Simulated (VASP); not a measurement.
# Li (I4_1/amd) in VASP: notebook

Runs on Li. Level: PBE. Tasks: single point.

Program: VASP 6.6.1. These are calculated values, not measurements. Logs are shortened: lines on timing, memory, paths and dates and some standing lists are left out, and cuts for length are marked.

## (1) The cell of the first run

The structure is tetragonal, space group I4_1/amd (No. 141). The conventional cell has a = 5.352 Å, b = 5.352 Å, c = 2.920 Å, α = 90.00°, β = 90.00°, γ = 90.00°. Within 3.7 Å of Li (site symmetry -4m2) lie 10 Li at 2.77 to 3.46 Å.

## (2) Single point, PBE

The input, INCAR:

```
PREC = Accurate ; ENCUT = 520
EDIFF = 1E-7 ; ISMEAR = 0
SIGMA = 0.1 ; LREAL = F
LASPH = T ; NELM = 80
ALGO = Normal ; ISIF = 2
LWAVE = F ; LCHARG = T
GGA = PE ; LELF = T
LVHAR = T ; NBANDS = 10
```

The input, KPOINTS:

```
regular mesh
0
Gamma
  8 8 8
```

The input, POSCAR:

```
Li
1.0
   -2.6759517222      2.6759517222      1.4597810611
    2.6759517222     -2.6759517222      1.4597810611
    2.6759517222      2.6759517222     -1.4597810611
Li
2
Direct
    0.0000000000      0.0000000000      0.0000000000
    0.7500000000      0.2500000000      0.5000000000
```

Potentials or basis: VASP PAW PBE potentials, release 64 (Li_sv).

Launch:

```bash
> cat potpaw_PBE.64/Li_sv/POTCAR > POTCAR
> mpirun -np 1 vasp_std > vasp.out
```

OUTCAR:

```text
PREC = Accurate
   ENCUT = 520
   EDIFF = 1E-7
   ISMEAR = 0
   LREAL = F
   LASPH = T
   NELM = 80
   ISIF = 2
   GGA = PE

 ion  position               nearest neighbor table
   1  0.000  0.000  0.000-
   2  0.750  0.250  0.500-

  LATTYP: Found a body centered tetragonal cell.
 ALAT       =     5.3519034444
 C/A-ratio  =     0.5455184595

  Lattice vectors:

 A1 = (  -2.6759517222,   2.6759517222,   1.4597810611)
 A2 = (   2.6759517222,  -2.6759517222,   1.4597810611)
 A3 = (   2.6759517222,   2.6759517222,  -1.4597810611)

Analysis of symmetry for initial positions (statically):
=====================================================================
 Subroutine PRICEL returns:
 Original cell was already a primitive cell.

 Routine SETGRP: Setting up the symmetry group for a
 body centered tetragonal supercell.

 Subroutine GETGRP returns: Found 16 space group operations
 (whereof  8 operations were pure point group operations)
 out of a pool of 16 trial point group operations.

The static configuration has the point symmetry D_2d.
 The point group associated with its full space group is D_4h.

Analysis of symmetry for dynamics (positions and initial velocities):
=====================================================================
 Subroutine PRICEL returns:
 Original cell was already a primitive cell.

 Routine SETGRP: Setting up the symmetry group for a
 body centered tetragonal supercell.

 Subroutine GETGRP returns: Found 16 space group operations
 (whereof  8 operations were pure point group operations)
 out of a pool of 16 trial point group operations.

The dynamic configuration has the point symmetry D_2d.
 The point group associated with its full space group is D_4h.

 Subroutine INISYM returns: Found 16 space group operations
 (whereof  8 operations are pure point group operations),
 and found     1 'primitive' translations

----------------------------------------------------------------------------------------

                                     Primitive cell

  volume of cell :      41.8123

  direct lattice vectors                    reciprocal lattice vectors
    -2.675951722  2.675951722  1.459781061     0.000000000  0.186849410  0.342517117
     2.675951722 -2.675951722  1.459781061     0.186849410  0.000000000  0.342517117
     2.675951722  2.675951722 -1.459781061     0.186849410  0.186849410  0.000000000

  length of vectors
     4.056155321  4.056155321  4.056155321     0.390167499  0.390167499  0.264244969

[... 86 lines left out ...]
   ISIF   =      2    stress and relaxation
   ISYM   =      2    0-nonsym 1-usesym 2-fastsym
   POTIM  = 0.5000    time-step for ionic-motion
   TEBEG  =    0.0;   TEEND  =   0.0 temperature during run
   PSTRESS=    0.0 pullay stress
   NELECT =       6.0000    total number of electrons
   NUPDOWN=      -1.0000    fix difference up-down
   EMIN   =  10.00;   EMAX   =-10.00  energy-range for DOS
   EFERMI =   0.00;   METHOD = LEGACY
   ISMEAR =     0;   SIGMA  =   0.10  broadening in eV -4-tet -1-fermi 0-gaus
   EFERMI_NEDOS =   21; number of points for ismear=-14 and -15
   IALGO  =     38    algorithm
   IMIX   =      4    mixing-type and parameters
     AMIX     =   0.40;   BMIX     =  1.00
     AMIX_MAG =   1.60;   BMIX_MAG =  1.00
  volume/ion in A,a.u.               =      20.91       141.08
  Fermi-wavevector in a.u.,A,eV,Ry     =   0.857085  1.619656  9.994764  0.734594
  Thomas-Fermi vector in A             =   1.974085
   LORBIT       =      0    0 simple, 1 ext, 2 COOP (PROOUT), +10 PAW based schemes
   GGA     = PE    functional components
   LHFCALC =     F    Hartree Fock is set to
   AEXX    =    0.0000 exact exchange contribution
   IVDW    =     0    specifies the selected vdW correction
   LEPSILON=     F    determine dielectric tensor
   LRPA    =     F    only Hartree local field effects (RPA)
 non-spin polarized calculation
 Gauss-broadening in eV      SIGMA  =   0.10
  energy-cutoff  :      520.00
  volume of cell :       41.81
 maximum number of plane-waves:      1142
   NGX = 15   NGY = 15   NGZ = 15

 number of electron       6.0000013 magnetization

 Free energy of the ion-electron system (eV)
  ---------------------------------------------------
  ext. energy  EPLUGINS =         0.00000000
  ---------------------------------------------------
  free energy    TOTEN  =        -3.66515573 eV

  energy without entropy =       -3.65888804  energy(sigma->0) =       -3.66202189

 E-fermi :   0.4331     XC(G=0):  -6.9679

 val. band max:        0.4201483532   @ k =   0.3750   0.2500   0.1250
 cond. band min:       0.6005679089   @ k =   0.2500   0.2500   0.0000
 fundamental gap:      0.1804195556
 Fermi energy:         0.4331467145

 k-point     1 :       0.0000    0.0000    0.0000
  band No.  band energies     occupation
      1     -46.2099      2.00000
      2     -46.1730      2.00000
      3      -2.9599      2.00000
      4       4.1501      0.00000
      5       4.1502      0.00000
      6       6.5879      0.00000
      7       9.0312      0.00000
      8      13.0198      0.00000
      9      13.0198      0.00000
     10      13.6567      0.00000
[... 287 lines left out ...]
 k-point    24 :       0.3750    0.1250    0.1250
  band No.  band energies     occupation
      1     -46.1867      2.00000
      2     -46.1758      2.00000
      3       0.9032      0.00000
      4       2.3463      0.00000
      5       4.0091      0.00000
      6       4.4185      0.00000
      7       8.4757      0.00000
      8       8.5836      0.00000
      9      11.1100      0.00000
     10      12.0986      0.00000

 [... further k-points ...]

------------------------ aborting loop because EDIFF is reached ----------------------------------------

  FORCE on cell =-STRESS in cart. coord.  units (eV):
  Direction    XX          YY          ZZ          XY          YZ          ZX
  --------------------------------------------------------------------------------------
  -------------------------------------------------------------------------------------
  Total       -0.0264642     -0.0264642     -0.2848806      0.0000000     -0.0000000      0.0000000
  in kB       -1.0140644     -1.0140644    -10.9161412      0.0000000     -0.0000000      0.0000000
  external PRESSURE =      -4.3147567 kB  Pullay stress =       0.0000000 kB

 VOLUME and BASIS-vectors are now :
 -----------------------------------------------------------------------------
  energy-cutoff  :      520.00
  volume of cell :       41.81
      direct lattice vectors                 reciprocal lattice vectors
    -2.675951722  2.675951722  1.459781061     0.000000000  0.186849410  0.342517117
     2.675951722 -2.675951722  1.459781061     0.186849410  0.000000000  0.342517117
     2.675951722  2.675951722 -1.459781061     0.186849410  0.186849410  0.000000000

 POSITION                                       TOTAL-FORCE (eV/Angst)
 -----------------------------------------------------------------------------------
      0.00000      0.00000      0.00000         0.000000     -0.000000      0.000000
      0.00000      2.67595      0.72989        -0.000000      0.000000     -0.000000
 -----------------------------------------------------------------------------------
    total drift:                                0.000000     -0.000000      0.000000

  FREE ENERGIE OF THE ION-ELECTRON SYSTEM (eV)
  ---------------------------------------------------
  free  energy   TOTEN  =        -3.6651557346 eV

  energy  without entropy=       -3.6588880438  energy(sigma->0) =       -3.66202189
```

OSZICAR:

```text
N       E                     dE             d eps       ncg     rms          rms(c)
DAV:   1     0.113199933559E+02    0.11320E+02   -0.23213E+03  1180   0.544E+02
DAV:   2    -0.220292714779E+01   -0.13523E+02   -0.13177E+02  1592   0.101E+02
DAV:   3    -0.362364272494E+01   -0.14207E+01   -0.14100E+01  1820   0.231E+01
DAV:   4    -0.366910795892E+01   -0.45465E-01   -0.45362E-01  1586   0.411E+00
DAV:   5    -0.366982267300E+01   -0.71471E-03   -0.71470E-03  1586   0.480E-01    0.384E-01
DAV:   6    -0.366677061723E+01    0.30521E-02   -0.77937E-04  2064   0.135E-01    0.220E-01
DAV:   7    -0.366516214127E+01    0.16085E-02   -0.18597E-03  2154   0.195E-01    0.482E-02
DAV:   8    -0.366515788354E+01    0.42577E-05   -0.37023E-05  1382   0.556E-02    0.301E-03
DAV:   9    -0.366515675563E+01    0.11279E-05   -0.24958E-06  1920   0.148E-02    0.954E-04
DAV:  10    -0.366515563914E+01    0.11165E-05   -0.19910E-07  1372   0.344E-03    0.152E-03
DAV:  11    -0.366515573463E+01   -0.95493E-07   -0.37039E-08   848   0.187E-03
   1 F= -.36651557E+01 E0= -.36620219E+01  d E =-.626769E-02
```

stdout:

```text
POSCAR found type information on POSCAR Li
 POSCAR found :  1 types and       2 ions
 scaLAPACK will be used
 LDA part: xc-table for (Slater+PW92), standard interpolation
 POSCAR, INCAR and KPOINTS ok, starting setup
 FFT: planning ... GRIDC
 FFT: planning ... GRID_SOFT
 FFT: planning ... GRID
 WAVECAR not read
 entering main loop
```

It took 22 s on 1 thread of Intel Xeon Platinum 8488C (Sapphire Rapids), shared host; peak memory 0.16 GiB.

Results:

```
Free energy            : -3.6652 eV
Band gap on the k mesh : zero (bands 3 and 4 overlap by 2.60 eV)
```

Levels at points of the mesh, in eV from the Fermi level:
```csv
k point,band 1,band 2,band 3,band 4,band 5,band 6,band 7,band 8
"(0.00, 0.00, 0.00)",-46.64,-46.61,-3.39,3.72,3.72,6.15,8.60,12.59
"(0.50, 0.00, 0.00)",-46.62,-46.61,0.21,2.00,4.44,4.75,6.11,7.22
"(0.50, 0.50, 0.00)",-46.62,-46.62,-1.40,-1.40,6.25,6.25,9.31,9.31
"(0.50, 0.50, 0.50)",-46.62,-46.62,-0.38,-0.38,2.31,2.31,11.18,11.18
```

Caveat: the cutoff is under 1.25 times the usual one of these potentials, so pressure, stress and relaxed cells hold a basis-set (Pulay) error.

## (3) Single point, PBE

This run uses another cell than the first one, of 20.30 Å³/atom.

The input, INCAR:

```
PREC = Accurate
ENCUT = 520
EDIFF = 1E-6
ISMEAR = 0
SIGMA = 0.1
LREAL = F
LASPH = T
NELM = 80
ALGO = Fast
ISIF = 2
LWAVE = F
LCHARG = F
GGA = PE
NBANDS = 10
```

The input, KPOINTS:

```
regular mesh
0
Gamma
  22 22 22
```

The input, POSCAR:

```
Li
1.0
   -2.6556543347      2.6556543347      1.4390914421
    2.6556543347     -2.6556543347      1.4390914421
    2.6556543347      2.6556543347     -1.4390914421
Li
2
Direct
    0.0000000000      0.0000000000      0.0000000000
    0.7500000000      0.2500000000      0.5000000000
```

Potentials or basis: VASP PAW PBE potentials, release 64 (Li_sv).

Launch:

```bash
> cat potpaw_PBE.64/Li_sv/POTCAR > POTCAR
> mpirun -np 1 vasp_std > vasp.out
```

Run time: 6.8 min. Hardware: 1 thread of Intel Xeon Platinum 8488C (Sapphire Rapids), shared host; peak memory 0.35 GiB.

Results (log left out):

* Free energy: -3.6676 eV
* Band gap on the k mesh: zero (bands 3 and 4 overlap by 2.90 eV)

Levels at points of the mesh, in eV from the Fermi level:
```tsv
k point	band 1	band 2	band 3	band 4	band 5	band 6	band 7
(0.00, 0.00, 0.00)	-46.67	-46.63	-3.49	3.69	3.69	6.15	8.72
(0.50, 0.00, 0.00)	-46.64	-46.63	0.16	2.02	4.49	4.80	6.16
(0.50, 0.50, 0.00)	-46.65	-46.65	-1.48	-1.48	6.27	6.27	9.40
(0.50, 0.50, 0.50)	-46.65	-46.65	-0.48	-0.48	2.32	2.32	11.48
```

Caveat: the cutoff is under 1.25 times the usual one of these potentials, so pressure, stress and relaxed cells hold a basis-set (Pulay) error.
